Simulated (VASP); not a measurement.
Zr8C, 9 atoms in the cell. The cell holds a slab with vacuum, 9 atoms: a = 6.466 Å, b = 5.169 Å, c = 18.977 Å, α = 90.00°, β = 90.00°, γ = 90.00°. 

* Program: VASP 6.6.1
* Task: single point
* Functional: PBE
* Potentials or basis: VASP PAW PBE potentials, release 64 (Zr_sv, C)
* Cutoff: 520 eV
* k mesh: 4 × 5 × 1
* Occupations: gaussian, width 0.1 eV
* Spin: no spin polarisation
* Dipole correction: yes
* Further INCAR settings: ALGO = Normal; EDIFF = 1e-06; NBANDS = 60

Potentials or basis: VASP PAW PBE potentials, release 64 (Zr_sv, C).

Launch:

```console
$ cat potpaw_PBE.64/Zr_sv/POTCAR potpaw_PBE.64/C/POTCAR > POTCAR
$ mpirun -np 1 vasp_std > vasp.out
```

Hardware: 1 thread of Intel Xeon 8259CL, on a shared host.

Task: How long does it take, and how much memory?

Result: Wall time 24 min on 1 thread of Intel Xeon 8259CL, with other jobs on the host, peak memory 0.71 GiB. Counts: scf iterations 32, k points 9.
